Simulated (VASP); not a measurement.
Set up this calculation in VASP 6.6.1, as the native input.

* Task: single point
* Functional: PBEsol
* Potentials or basis: VASP PAW PBE potentials, release 64 (Cu_sv_GW, Al)
* Cutoff: 700 eV
* k mesh: 6 × 6 × 8
* Occupations: fermi-dirac, width 0.05 eV
* Spin: no spin polarisation
* Dipole correction: no
* Second run: valence_matched
* Further INCAR settings: ALGO = Normal; EDIFF = 1e-06; NBANDS = 20

The structure of Al2Cu lies in POSCAR:

```
Al2Cu
1.0
    4.0641301800      0.0000000000      0.0000000000
    0.0000000000      4.0641301800      0.0000000000
    0.0000000000      0.0000000000      2.8913130000
Cu Al
1 2
Direct
    0.0000000000      0.0000000000      0.0000000000
    0.0000000000      0.5000000000      0.5000000000
    0.5000000000      0.0000000000      0.5000000000
```

The input as run:

INCAR

```
PREC = Accurate ; ENCUT = 700
EDIFF = 1E-6 ; ISMEAR = -1
SIGMA = 0.05 ; LREAL = F
LASPH = T ; NELM = 120
ALGO = Normal ; ISIF = 2
LWAVE = F ; LCHARG = F
GGA = PS ; NBANDS = 20
GGA_COMPAT = F
```

KPOINTS

```
regular mesh
0
Gamma
  6 6 8
```

Potentials or basis: VASP PAW PBE potentials, release 64 (Cu_sv_GW, Al).

The run is started by

```sh
$ cat potpaw_PBE.64/Cu_sv_GW/POTCAR potpaw_PBE.64/Al/POTCAR > POTCAR
$ mpirun -np 1 vasp_std > vasp.out
```

It gave:

```
Pressure : -1.4 GPa
```

Caveat: the PAW data sets were made with another functional, which shifts forces and pressure a little.

Wall time 47 s on 1 thread of AMD EPYC 9R14 (Zen 4), on a shared host, peak memory 0.21 GiB.
